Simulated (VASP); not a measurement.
Input of a VASP 6.6.1 run:

The input INCAR:

```
SYSTEM = Hf
ALGO = Normal
DIPOL = 0.5 0.5 0.500
EDIFF = 1E-6
ENCUT = 520
GGA = PS
IDIPOL = 3
ISIF = 2
ISMEAR = -1
LASPH = .TRUE.
LCHARG = .FALSE.
LDIPOL = .TRUE.
LREAL = .FALSE.
LWAVE = .FALSE.
NBANDS = 28
NELM = 80
PREC = Accurate
SIGMA = 0.05
```

KPOINTS

```
k-points
0
G
  10 7 1
  0 0 0
```

File POSCAR:

```
Hf
1.0
    3.1589152031      0.0000000000      0.0000000000
    0.0000000000      4.9985932680      0.0000000000
    0.0000000000      0.0000000000     19.6476000000
Hf
4
Direct
    0.0000000000      0.7500000000      0.4071743853
    0.5000000000      0.2500000000      0.4535871930
    0.5000000000      0.7500000000      0.5464128070
    0.0000000000      0.2500000000      0.5928256147
```

Potentials or basis: VASP PAW PBE potentials, release 64 (Hf_pv).

The run is started by

```console
$ cat potpaw_PBE.64/Hf_pv/POTCAR > POTCAR
$ mpirun -np 1 vasp_std > vasp.out
```

What does it give for the band gap on the k mesh?

Zero (bands 20 and 21 overlap by 0.54 eV).

What does it give for the largest force?

0.680 eV/Å.

Forces on the atoms (eV/Å):
```
Hf   0.000  0.000  0.680
Hf   0.000  0.000  0.422
Hf   0.000  0.000 -0.422
Hf   0.000  0.000 -0.680
```

Caveat: the PAW data sets were made with another functional, which shifts forces and pressure a little; spin-orbit coupling is left out, which moves the levels of the heavy elements.
